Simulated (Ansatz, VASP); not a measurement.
# In in VASP and in Ansatz

The input INCAR:

```
ALGO = Normal
EDIFF = 1E-6
ENCUT = 520
ISIF = 2
ISMEAR = -1
ISPIN = 2
ISYM = 0
LASPH = True
LCHARG = False
LORBIT = 11
LREAL = False
LWAVE = False
MAGMOM = 1
NBANDS = 16
NELM = 150
PREC = Accurate
SIGMA = 0.01
```

The input KPOINTS:

```
k-points
0
Gamma
  1 1 1
```

Contents of POSCAR:

```
In
1.0
   14.0000000000      0.0000000000      0.0000000000
    0.0000000000     14.4000000000      0.0000000000
    0.0000000000      0.0000000000     14.8000000000
In
1
Direct
    0.5000000000      0.5000000000      0.5000000000
```

Input for Ansatz:

```yaml
crystal:
  lattice:
    - [14.0, 0.0, 0.0]
    - [0.0, 14.4, 0.0]
    - [0.0, 0.0, 14.8]
  atoms:
    - { symbol: In, position: [0.5, 0.5, 0.5], spin: 1.0 }
  symmetry: { detect: false, time_reversal: true }
hamiltonian:
  xc: lda
  pseudopotentials:
    kind: paw
    azcp:
      In: "pseudopotentials/In.paw.azcp"
basis:
  ecutwfc: 420
  fft_grid_basis: typed
kpoints:
  mp_grid: { grid: [1, 1, 1], shift: [0, 0, 0] }
magnetization:
  spin_polarized: true
scf:
  occupations: { method: fermi_dirac, width: 0.01 }
```

Alike in both runs: task single point; functional LDA; k mesh 1 × 1 × 1; occupations fermi-dirac, width 0.01 eV; collinear spin.

```csv
,VASP,Ansatz
version,VASP 6.6.1,Ansatz 0.2.0
potentials or method,"VASP PAW LDA potentials, release 64 (In_d), cutoff 520 eV","plane waves (420 eV) with PAW, scalar-relativistic"
valence electrons in the cell,13,13
```

|  | VASP | Ansatz | Ansatz less VASP |
| --- | --- | --- | --- |
| net moment per atom (μB) | 1.00 | 1.00 | 0.000 |
| size of the moment on the site where the two differ most (μB) | 0.26 | 1.00 | +0.738 |

Ansatz warns that its potentials were made for another functional, while VASP's fit it. LDA's correlation is that of Perdew and Zunger in VASP and of Perdew and Wang (1992) in Ansatz. Site moments also hang on the region over which each program counts them. Ansatz's warnings: open shared shell at semilocal close.
